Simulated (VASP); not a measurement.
Runs of VASP 6.6.1 on Hf3Si2F. The structure is that of space group P6/mmm (No. 191), or close to it. The cells are those of the table. 

```csv
task,cell,k mesh,cutoff (eV),gap on the mesh (eV),pressure (GPa),largest force (eV/Å)
single point,"a = 5.431, b = 5.431, c = 6.213 Å, angles 90.0, 90.0, 120.0°, 6 atoms",12 × 12 × 6,520,none,(b),(a)
single point,"a = 4.470, b = 4.470, c = 6.001 Å, angles 90.0, 90.0, 120.0°, 6 atoms",6 × 6 × 4,520,none,85.9,12.23
single point,"a = 5.437, b = 5.437, c = 6.207 Å, angles 90.0, 90.0, 120.0°, 6 atoms",6 × 6 × 4,520,none,-0.3,0.06
relaxation of cell and atoms,"relaxed from a = 4.470, b = 4.470, c = 6.001 Å, angles 90.0, 90.0, 120.0°, 6 atoms",6 × 6 × 4,600,none,0.0,0.01
```

Alike in all rows: level PBE; potentials or basis VASP PAW PBE potentials, release 64 (Hf_pv, Si, F); no spin polarisation; smearing gaussian 0.1 eV.

Task: Fill in the values left out.

Result: (a) 0.05; (b) -0.2.

Caveats: spin-orbit coupling is left out, which moves the levels of the heavy elements; an odd number of electrons without spin polarisation forces a metal; a magnetic or distorted state may lie lower.

A k mesh can miss the band edges, and the runs leave out spin-orbit coupling on Hf.

A gap of «none» marks levels without a gap at the run's occupations.
